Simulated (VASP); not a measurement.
A run of VASP 6.6.1 is set up as follows.

File INCAR:

```
SYSTEM = Li3B
ALGO = Normal
EDIFF = 1E-6
ENCUT = 520
GGA = PE
ISIF = 2
ISMEAR = 0
LASPH = .True.
LCHARG = .False.
LREAL = .False.
LWAVE = .False.
NBANDS = 22
NELM = 80
PREC = Accurate
SIGMA = 0.1
```

Contents of KPOINTS:

```
k-points
0
Gamma
  4 4 4
  0 0 0
```

Contents of POSCAR:

```
Li3B
1.0
    6.3009837404      0.0000000000      0.0000000000
    0.0000000000      6.3009837404      0.0000000000
    0.0000000000      0.0000000000      4.4437296247
Li B
6 2
Direct
    0.2500000000      0.7500000000      0.0000000000
    0.7500000000      0.7500000000      0.0000000000
    0.7500000000      0.2500000000      0.0000000000
    0.2500000000      0.2500000000      0.0000000000
    0.5000000000      0.0000000000      0.5000004965
    0.0000000000      0.5000000000      0.4999995035
    0.5000000000      0.0000000000      0.9999846111
    0.0000000000      0.5000000000      0.0000153889
```

Potentials or basis: VASP PAW PBE potentials, release 64 (Li_sv, B).

Launch:

```bash
$ cat potpaw_PBE.64/Li_sv/POTCAR potpaw_PBE.64/B/POTCAR > POTCAR
$ mpirun -np 1 vasp_std > vasp.out
```

What does it give for the band gap on the k mesh?

Zero (band 12 reaches -0.39 eV, above the bottom of band 13 at -0.86 eV).
